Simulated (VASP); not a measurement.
The system is Ru.

```
Ru
1.0
     2.70580    0.00000    0.00000
    -1.35290    2.34329    0.00000
     0.00000    0.00000    4.28190
Ru
2
Direct
  0.33333 0.66667 0.25000
  0.66667 0.33333 0.75000
```

Base run:

| Quantity | Value |
| --- | --- |
| Program | VASP 6.6.1 |
| Functional | RPBE |
| Potentials or basis | VASP PAW PBE potentials, release 64 (Ru_pv) |
| Cutoff | 520 eV |
| k mesh | 10 × 10 × 6 |
| Occupations | methfessel-paxton, width 0.02 eV |
| Spin | no spin polarisation |

Its results: band gap on the k mesh zero (band 14 reaches 14.51 eV, above the bottom of band 15 at 11.31 eV); pressure 8.9 GPa.

Q: The run is repeated on the same cell with these changes: functional from RPBE to r2SCAN. What comes out?

A: Band gap on the k mesh zero (band 14 reaches 14.40 eV, above the bottom of band 15 at 11.04 eV); pressure -0.5 GPa.

Caveats: the PAW data sets were made with another functional, which shifts forces and pressure a little.
